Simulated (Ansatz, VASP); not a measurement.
# YS: VASP beside Ansatz

File INCAR:

```
PREC = Accurate
ENCUT = 520
EDIFF = 1E-8
ISMEAR = -1
SIGMA = 0.01
LREAL = False
LASPH = True
NELM = 80
ALGO = Normal
ISIF = 2
LWAVE = False
LCHARG = False
LEFG = True
NBANDS = 16
```

File KPOINTS:

```
regular mesh
0
Gamma
  8 8 8
```

Contents of POSCAR:

```
YS
1.0
    0.0548730000      2.7710865000      2.7710865000
    2.7710865000      0.0548730000      2.7710865000
    2.7710865000      2.7710865000      0.0548730000
Y S
1 1
Direct
    0.5000000000      0.5000000000      0.5000000000
    0.0000000000      0.0000000000      0.0000000000
```

Input for Ansatz:

```yaml
crystal:
  lattice:
    - [0.054873, 2.7710865, 2.7710865]
    - [2.7710865, 0.054873, 2.7710865]
    - [2.7710865, 2.7710865, 0.054873]
  atoms:
    - { symbol: "Y", position: [0.5, 0.5, 0.5] }
    - { symbol: S, position: [0.0, 0.0, 0.0] }
kpoints:
  mp_grid: { grid: [8, 8, 8] }
scf:
  occupations: { method: fermi_dirac, width: 0.01 }
hamiltonian:
  xc: lda
  pseudopotentials: { kind: all_electron, datasets: crystal }
output:
  forces: true
  stress: true
  eigenvalues: true
  efg: { contact_densities: true }
```

Change from the starting cell: equal xy, yz and zx shear strains of +2 %, crystal datasets.

Alike in both runs: task electric field gradients; functional LDA; k mesh 8 × 8 × 8; occupations fermi-dirac, width 0.01 eV; no spin polarisation.

```csv
,VASP,Ansatz
version,VASP 6.6.1,Ansatz 0.2.0
potentials or method,"VASP PAW LDA potentials, release 64 (Y_sv, S), cutoff 520 eV","all-electron PAW with datasets made for the crystal, scalar-relativistic"
```

|  | VASP | Ansatz | Ansatz less VASP |
| --- | --- | --- | --- |
| pressure (GPa) | -3.8 | -3.8 | -0.03 |
| traceless stress, the component that is largest in VASP (GPa) | -0.39 | -0.40 | -0.003 |
| size of Vzz on the site where it differs most (V/Å²) | 3.8 | 4.0 | +0.26 |

LDA's correlation is that of Perdew and Zunger in VASP and of Perdew and Wang (1992) in Ansatz. Ansatz ran all-electron here, and VASP with PAW potentials.
